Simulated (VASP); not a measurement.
Here is a VASP 6.6.1 calculation.

The input INCAR:

```
SYSTEM = CdSn2O3
PREC = Accurate
ENCUT = 520
EDIFF = 1E-7
ISMEAR = 0
SIGMA = 0.1
LREAL = .FALSE.
LASPH = .TRUE.
NELM = 60
ALGO = Normal
ISIF = 2
LWAVE = .FALSE.
LCHARG = .TRUE.
GGA = PE
LELF = .TRUE.
LVHAR = .TRUE.
NBANDS = 38
```

File KPOINTS:

```
Automatic mesh
0
G
  6 6 12
  0 0 0
```

File POSCAR:

```
CdSn2O3
1.0
    3.8701782288     -4.9601247705      0.0000000000
    3.8701782288      4.9601247705      0.0000000000
    0.0000000000      0.0000000000      3.2616217887
Cd Sn O
1 2 3
Direct
    0.0000000000      0.0000000000      0.5000000000
    0.5000000000      0.0000000000      0.0000000000
    0.0000000000      0.5000000000      0.0000000000
    0.8526389572      0.1473610428      0.0000000000
    0.1473610428      0.8526389572      0.0000000000
    0.5000000000      0.5000000000      0.5000000000
```

Potentials or basis: VASP PAW PBE potentials, release 64 (Cd, Sn_d, O).

The run is started by

```console
$ cat potpaw_PBE.64/Cd/POTCAR potpaw_PBE.64/Sn_d/POTCAR potpaw_PBE.64/O/POTCAR > POTCAR
$ mpirun -np 1 vasp_std > vasp.out
```

(1) What does it give for the pressure?

(2) What does it give for the largest force?

## Answers

(1) 0.4 GPa.

(2) 0.106 eV/Å.
